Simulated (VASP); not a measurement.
# Mn (Pm-3m) in VASP: notebook

Mn is run at these levels: revPBE; tasks: single point.

Program: VASP 6.6.1. These are calculated values, not measurements. Logs are shortened: lines on timing, memory, paths and dates and some standing lists are left out, and cuts for length are marked.

### 1 The cell of the first run

The structure is cubic, space group Pm-3m (No. 221). The conventional cell has a = 2.346 Å, b = 2.346 Å, c = 2.346 Å, α = 90.00°, β = 90.00°, γ = 90.00°. Within 3.1 Å of Mn (site symmetry m-3m) lie 6 Mn at 2.35 Å.

This isn't the form of Mn at room conditions, which is a 58-atom cubic cell.

### 2 Single point, revPBE, collinear spin, antiferromagnetic start (12.91 Å³/atom)

Contents of INCAR:

```
SYSTEM = Mn
PREC     = Accurate       ! precision mode
ENCUT    = 520            ! plane-wave cutoff, eV
EDIFF    = 1E-6           ! SCF threshold, eV
ISMEAR   = -1             ! smearing method
SIGMA    = 0.05           ! smearing width, eV
LREAL    = .FALSE.        ! projectors in reciprocal space
LASPH    = .TRUE.         ! aspherical terms in the spheres
NELM     = 150            ! most SCF steps
ALGO     = Normal         ! electronic algorithm
ISIF     = 2              ! what is computed and relaxed
LWAVE    = .FALSE.        ! write WAVECAR
LCHARG   = .FALSE.        ! write CHGCAR
ISPIN    = 2              ! spin polarisation
MAGMOM   = 2.479 -2.479   ! initial moments
LORBIT   = 11             ! projections on sites
LMAXMIX  = 4              ! l up to which the mixer works
GGA      = RE             ! functional
NBANDS   = 24             ! bands
```

Contents of KPOINTS:

```
Automatic mesh
0
G
  13 13 13
  0 0 0
```

Contents of POSCAR:

```
Mn
1.0
    0.0000000000      2.3461160553      2.3461160553
    2.3461160553      0.0000000000      2.3461160553
    2.3461160553      2.3461160553      0.0000000000
Mn
2
Direct
    0.0000000000      0.0000000000      0.0000000000
    0.5000000000      0.5000000000      0.5000000000
```

Potentials or basis: VASP PAW PBE potentials, release 64 (Mn_pv).

Run with:

```
cat potpaw_PBE.64/Mn_pv/POTCAR > POTCAR
mpirun -np 1 vasp_std > vasp.out
```

OUTCAR:

```text
SYSTEM = Mn
   PREC = Accurate
   ENCUT = 520
   EDIFF = 1E-6
   ISMEAR = -1
   LREAL = .FALSE.
   LASPH = .TRUE.
   NELM = 150
   ISIF = 2
   ISPIN = 2
   LORBIT = 11
   GGA = RE

 ion  position               nearest neighbor table
   1  0.000  0.000  0.000-   2 2.35   2 2.35   2 2.35   2 2.35   2 2.35   2 2.35
   2  0.500  0.500  0.500-   1 2.35   1 2.35   1 2.35   1 2.35   1 2.35   1 2.35

  LATTYP: Found a face centered cubic cell.
 ALAT       =     4.6922321106

  Lattice vectors:

 A1 = (   0.0000000000,   2.3461160553,   2.3461160553)
 A2 = (   2.3461160553,   0.0000000000,   2.3461160553)
 A3 = (   2.3461160553,   2.3461160553,   0.0000000000)

Analysis of symmetry for initial positions (statically):
=====================================================================
 Subroutine PRICEL returns following result:

  LATTYP: Found a simple cubic cell.
 ALAT       =     2.3461160553

  Lattice vectors:

 A1 = (  -2.3461160553,   0.0000000000,   0.0000000000)
 A2 = (   0.0000000000,   0.0000000000,   2.3461160553)
 A3 = (   0.0000000000,   2.3461160553,   0.0000000000)

   2 primitive cells build up your supercell.

 Routine SETGRP: Setting up the symmetry group for a
 face centered cubic supercell.

 Subroutine GETGRP returns: Found 48 space group operations
 (whereof 48 operations were pure point group operations)
 out of a pool of 48 trial point group operations.

The static configuration has the point symmetry O_h .

Analysis of symmetry for dynamics (positions and initial velocities):
=====================================================================
 Subroutine PRICEL returns following result:

  LATTYP: Found a simple cubic cell.
 ALAT       =     2.3461160553

  Lattice vectors:

 A1 = (  -2.3461160553,   0.0000000000,   0.0000000000)
 A2 = (   0.0000000000,   0.0000000000,   2.3461160553)
 A3 = (   0.0000000000,   2.3461160553,   0.0000000000)

   2 primitive cells build up your supercell.

 Routine SETGRP: Setting up the symmetry group for a
 face centered cubic supercell.

 Subroutine GETGRP returns: Found 48 space group operations
 (whereof 48 operations were pure point group operations)
 out of a pool of 48 trial point group operations.

The dynamic configuration has the point symmetry O_h .

Analysis of structural, dynamic, and magnetic symmetry:
=====================================================================
 Subroutine PRICEL returns following result:

  LATTYP: Found a simple cubic cell.
 ALAT       =     2.3461160553

  Lattice vectors:

 A1 = (  -2.3461160553,   0.0000000000,   0.0000000000)
 A2 = (   0.0000000000,   0.0000000000,   2.3461160553)
 A3 = (   0.0000000000,   2.3461160553,   0.0000000000)

   2 primitive cells build up your supercell.

 Routine SETGRP: Setting up the symmetry group for a
 face centered cubic supercell.

 Subroutine GETGRP returns: Found 48 space group operations
 (whereof 48 operations were pure point group operations)
 out of a pool of 48 trial point group operations.

The overall configuration has the point symmetry O_h .

 Subroutine INISYM returns: Found 48 space group operations
 (whereof 48 operations are pure point group operations),
 and found     2 'primitive' translations

----------------------------------------------------------------------------------------

                                     Primitive cell

  volume of cell :      12.9136

  direct lattice vectors                    reciprocal lattice vectors
    -2.346116055  0.000000000  0.000000000    -0.426236374  0.000000000  0.000000000
     0.000000000  0.000000000  2.346116055     0.000000000  0.000000000  0.426236374
     0.000000000  2.346116055  0.000000000     0.000000000  0.426236374  0.000000000

  length of vectors
     2.346116055  2.346116055  2.346116055     0.426236374  0.426236374  0.426236374

  position of ions in fractional coordinates (direct lattice)
     0.000000000  0.000000000  0.000000000

  ion indices of the primitive-cell ions
   primitive index   ion index
                 1           1

----------------------------------------------------------------------------------------

 KPOINTS: Automatic mesh

Automatic generation of k-mesh.
 Grid dimensions read from file:
 generate k-points for:   13   13   13

 Generating k-lattice:

  Cartesian coordinates                     Fractional coordinates (reciprocal lattice)
    -0.016393707  0.016393707  0.016393707     0.076923077  0.000000000  0.000000000
     0.016393707 -0.016393707  0.016393707     0.000000000  0.076923077  0.000000000
     0.016393707  0.016393707 -0.016393707     0.000000000  0.000000000  0.076923077

  Length of vectors
     0.028394733  0.028394733  0.028394733

  Shift w.r.t. Gamma in fractional coordinates (k-lattice)
     0.000000000  0.000000000  0.000000000

 Subroutine IBZKPT returns following result:
 ===========================================

 Found     84 irreducible k-points:

 Following reciprocal coordinates:
            Coordinates               Weight
  0.000000  0.000000  0.000000      1.000000
  0.076923  0.000000  0.000000      8.000000
  0.153846  0.000000  0.000000      8.000000
  0.230769  0.000000  0.000000      8.000000
  0.307692  0.000000  0.000000      8.000000
  0.384615  0.000000  0.000000      8.000000
[... 16 lines left out ...]
  0.384615  0.153846  0.000000     24.000000
  0.461538  0.153846  0.000000     24.000000
 [... further k-points ...]
   k-points           NKPTS =     84   k-points in BZ     NKDIM =     84   number of bands    NBANDS=     24
   number of dos      NEDOS =    301   number of ions     NIONS =      2
   total plane-waves  NPLWV =  21952
   dimension x,y,z NGX =    28 NGY =   28 NGZ =   28
   dimension x,y,z NGXF=    56 NGYF=   56 NGZF=   56
   ions per type =               2
   NGX,Y,Z   is equivalent  to a cutoff of  14.03, 14.03, 14.03 a.u.
   NGXF,Y,Z  is equivalent  to a cutoff of  28.06, 28.06, 28.06 a.u.
 SYSTEM =  Mn
   PREC   = accura    normal or accurate (medium, high low for compatibility)
   ISTART =      0    job   : 0-new  1-cont  2-samecut
   ICHARG =      2    charge: 1-file 2-atom 10-const
   ISPIN  =      2    spin polarized calculation?
   LNONCOLLINEAR =      F non collinear calculations
   LSORBIT =      F    spin-orbit coupling
   LASPH  =      T    aspherical Exc in radial PAW
   ENCUT  =  520.0 eV  38.22 Ry    6.18 a.u.   6.17  6.17  6.17*2*pi/ulx,y,z
   NELM   =    150;   NELMIN=  2; NELMDL= -5     # of ELM steps
   EDIFF  = 0.1E-05   stopping-criterion for ELM
   LREAL  =      F    real-space projection
   EDIFFG = 0.1E-04   stopping-criterion for IOM
   NSW    =      0    number of steps for IOM
   IBRION =     -1    ionic relax: 0-MD 1-quasi-New 2-CG
   NFREE  =      0    steps in history (QN), initial steepest desc. (CG)
   ISIF   =      2    stress and relaxation
   ISYM   =      2    0-nonsym 1-usesym 2-fastsym
   POTIM  = 0.5000    time-step for ionic-motion
   TEBEG  =    0.0;   TEEND  =   0.0 temperature during run
   PSTRESS=    0.0 pullay stress
   NELECT =      26.0000    total number of electrons
   NUPDOWN=      -1.0000    fix difference up-down
   EMIN   =  10.00;   EMAX   =-10.00  energy-range for DOS
   EFERMI =   0.00;   METHOD = LEGACY
   ISMEAR =    -1;   SIGMA  =   0.05  broadening in eV -4-tet -1-fermi 0-gaus
   EFERMI_NEDOS =   21; number of points for ismear=-14 and -15
   IALGO  =     38    algorithm
   IMIX   =      4    mixing-type and parameters
     AMIX     =   0.40;   BMIX     =  1.00
     AMIX_MAG =   1.60;   BMIX_MAG =  1.00
  volume/ion in A,a.u.               =      12.91        87.15
  Fermi-wavevector in a.u.,A,eV,Ry     =   1.640740  3.100549 36.627265  2.692028
  Thomas-Fermi vector in A             =   2.731328
   LORBIT       =     11    0 simple, 1 ext, 2 COOP (PROOUT), +10 PAW based schemes
   GGA     = RE    functional components
   LHFCALC =     F    Hartree Fock is set to
   AEXX    =    0.0000 exact exchange contribution
   IVDW    =     0    specifies the selected vdW correction
   LEPSILON=     F    determine dielectric tensor
   LRPA    =     F    only Hartree local field effects (RPA)
 spin polarized calculation
  energy-cutoff  :      520.00
  volume of cell :       25.83
 maximum number of plane-waves:       725
 NGX is ok and might be reduce to    28
   NGX = 13   NGY = 13   NGZ = 13

 number of electron      25.9999983 magnetization       0.0000000

 number of electron      25.9999983 magnetization      -0.0000000

 Free energy of the ion-electron system (eV)
  ---------------------------------------------------
  ext. energy  EPLUGINS =         0.00000000
  ---------------------------------------------------
  free energy    TOTEN  =       -15.86386176 eV

  energy without entropy =      -15.84904313  energy(sigma->0) =      -15.85645244

 E-fermi :   8.8874     XC(G=0): -12.6846

 val. band max:        8.8868037866   @ k =   0.3846   0.0000   0.0000
 cond. band min:       8.8957402185   @ k =  -0.1538   0.2308   0.0769
 fundamental gap:      0.0089364319
 Fermi energy:         8.8873936852

 spin component 1

 k-point     1 :       0.0000    0.0000    0.0000
  band No.  band energies     occupation
      1     -40.5048      1.00000
      2     -40.5048      1.00000
      3     -40.5048      1.00000
      4     -38.0286      1.00000
      5     -38.0286      1.00000
      6     -38.0286      1.00000
[... 16 lines left out ...]
     23      26.3433      0.00000
     24      26.3433      0.00000

 k-point     2 :       0.0769    0.0000    0.0000
  band No.  band energies     occupation
      1     -40.5051      1.00000
      2     -40.5038      1.00000
      3     -40.5038      1.00000
      4     -38.0323      1.00000
      5     -38.0306      1.00000
      6     -38.0306      1.00000
[... 16 lines left out ...]
     23      26.5879      0.00000
     24      27.2113      0.00000
[... 565 lines left out ...]
     23      26.9480      0.00000
     24      27.5070      0.00000

 k-point    24 :       0.4615    0.1538    0.0000
  band No.  band energies     occupation
      1     -40.5193      1.00000
      2     -40.5012      1.00000
      3     -40.5006      1.00000
      4     -38.0768      1.00000
      5     -38.0560      1.00000
      6     -38.0524      1.00000
[... 16 lines left out ...]
     23      26.7228      0.00000
     24      27.2985      0.00000

 [... further k-points ...]

 spin component 2

 k-point     1 :       0.0000    0.0000    0.0000
  band No.  band energies     occupation
      1     -40.5048      1.00000
      2     -40.5048      1.00000
      3     -40.5048      1.00000
      4     -38.0286      1.00000
      5     -38.0286      1.00000
      6     -38.0286      1.00000
[... 16 lines left out ...]
     23      26.3433      0.00000
     24      26.3433      0.00000

 k-point     2 :       0.0769    0.0000    0.0000
  band No.  band energies     occupation
      1     -40.5051      1.00000
      2     -40.5038      1.00000
      3     -40.5038      1.00000
      4     -38.0323      1.00000
      5     -38.0306      1.00000
      6     -38.0306      1.00000
[... 16 lines left out ...]
     23      26.5879      0.00000
     24      27.2113      0.00000
[... 565 lines left out ...]
     23      26.9480      0.00000
     24      27.5070      0.00000

 k-point    24 :       0.4615    0.1538    0.0000
  band No.  band energies     occupation
      1     -40.5193      1.00000
      2     -40.5012      1.00000
      3     -40.5006      1.00000
      4     -38.0768      1.00000
      5     -38.0560      1.00000
      6     -38.0524      1.00000
[... 16 lines left out ...]
     23      26.7228      0.00000
     24      27.2985      0.00000

 [... further k-points ...]
[... 5 lines left out ...]
  --------------------------------------------------------------------------------------
  -------------------------------------------------------------------------------------
  Total        1.3838287      1.3838287      1.3838287     -0.0000000     -0.0000000      0.0000000
  in kB       85.8448867     85.8448867     85.8448867     -0.0000000     -0.0000000      0.0000000
  external PRESSURE =      85.8448867 kB  Pullay stress =       0.0000000 kB

 VOLUME and BASIS-vectors are now :
 -----------------------------------------------------------------------------
  energy-cutoff  :      520.00
  volume of cell :       25.83
      direct lattice vectors                 reciprocal lattice vectors
     0.000000000  2.346116055  2.346116055    -0.213118187  0.213118187  0.213118187
     2.346116055  0.000000000  2.346116055     0.213118187 -0.213118187  0.213118187
     2.346116055  2.346116055  0.000000000     0.213118187  0.213118187 -0.213118187

 POSITION                                       TOTAL-FORCE (eV/Angst)
 -----------------------------------------------------------------------------------
      0.00000      0.00000      0.00000        -0.000000     -0.000000     -0.000000
      2.34612      2.34612      2.34612         0.000000      0.000000      0.000000
 -----------------------------------------------------------------------------------
    total drift:                                0.000000      0.000000      0.000000

  FREE ENERGIE OF THE ION-ELECTRON SYSTEM (eV)
  ---------------------------------------------------
  free  energy   TOTEN  =       -15.8638617617 eV

  energy  without entropy=      -15.8490431281  energy(sigma->0) =      -15.85645244

 total charge

# of ion       s       p       d       tot
------------------------------------------
    1        0.418   6.289   5.158  11.865
    2        0.418   6.289   5.158  11.865
--------------------------------------------------
tot          0.836  12.577  10.316  23.730

 magnetization (x)

# of ion       s       p       d       tot
------------------------------------------
    1        0.037   0.020   2.239   2.296
    2       -0.037  -0.020  -2.239  -2.296
--------------------------------------------------
tot          0.000   0.000   0.000   0.000
```

It took 62 s on 1 thread of Intel Xeon 6975P-C (Granite Rapids), shared host; peak memory 0.21 GiB.

What came out:

```
Free energy                                           : -15.8639 eV
Pressure                                              : 8.6 GPa
Band gap on the k mesh                                : zero (filled and empty bands overlap)
Net moment                                            : 0.00 μB per cell
Site moments                                          : Mn +2.30, -2.30 μB
Valence electrons inside the program's atomic spheres : Mn 11.87
```

Levels at points of the mesh, in eV from the Fermi level:
Spin up:
| k point | band 11 | band 12 | band 13 | band 14 | band 15 | band 16 |
| --- | --- | --- | --- | --- | --- | --- |
| (0.00, 0.00, 0.00) | -3.47 | -3.47 | 1.65 | 1.65 | 1.65 | 2.59 |
Spin down:
```csv
k point,band 10,band 11,band 12,band 13,band 14,band 15,band 16,band 17
"(0.00, 0.00, 0.00)",-3.47,-3.47,-3.47,1.65,1.65,1.65,2.59,2.59
```

Caveat: the cell stands under pressure; the antiferromagnetic order is the one typed at the start, and another may lie lower; the PAW data sets were made with another functional, which shifts forces and pressure a little.

### 3 Single point, revPBE, collinear spin, antiferromagnetic start (13.48 Å³/atom)

This run uses another cell than the first one, of 13.48 Å³/atom.

Contents of INCAR:

```
ALGO = Normal ; EDIFF = 1E-6
ENCUT = 520 ; GGA = RE
ISIF = 2 ; ISMEAR = -1
ISPIN = 2 ; LASPH = T
LCHARG = T ; LELF = T
LMAXMIX = 4 ; LORBIT = 11
LREAL = F ; LVHAR = T
LWAVE = F ; MAGMOM = 2.479 -2.479
NBANDS = 24 ; NELM = 150
PREC = Accurate ; SIGMA = 0.05
```

Contents of KPOINTS:

```
k-points
0
Gamma
  13 13 13
```

Contents of POSCAR:

```
Mn
1.0
    0.0000000000      2.3796365277      2.3796365277
    2.3796365277      0.0000000000      2.3796365277
    2.3796365277      2.3796365277      0.0000000000
Mn
2
Direct
    0.0000000000      0.0000000000      0.0000000000
    0.5000000000      0.5000000000      0.5000000000
```

Potentials or basis: VASP PAW PBE potentials, release 64 (Mn_pv).

Run with:

```
cat potpaw_PBE.64/Mn_pv/POTCAR > POTCAR
mpirun -np 1 vasp_std > vasp.out
```

It took 70 s on 1 thread of Intel Xeon 6975P-C (Granite Rapids), shared host; peak memory 0.21 GiB.

Results (log left out):

| Property | Result |
| --- | --- |
| Free energy | -15.9081 eV |
| Pressure | 3.8 GPa |
| Band gap on the k mesh | zero (filled and empty bands overlap) |
| Net moment | 0.00 μB per cell |
| Site moments | Mn +2.45, -2.45 μB |
| Valence electrons inside the program's atomic spheres | Mn 11.80 |

Levels at points of the mesh, in eV from the Fermi level:
Spin up:
```csv
k point,band 11,band 12,band 13,band 14,band 15,band 16
"(0.00, 0.00, 0.00)",-3.35,-3.35,1.61,1.61,1.61,2.45
```
Spin down:
```csv
k point,band 9,band 10,band 11,band 12,band 13,band 14,band 15,band 16,band 17,band 18
"(0.00, 0.00, 0.00)",-3.50,-3.35,-3.35,-3.35,1.61,1.61,1.61,2.45,2.45,11.29
```

Caveat: the cell stands under pressure; the antiferromagnetic order is the one typed at the start, and another may lie lower; the PAW data sets were made with another functional, which shifts forces and pressure a little.

[end of part 1 of 2]

The gap in the log of VASP goes by the Fermi energy; the results here count the filled bands.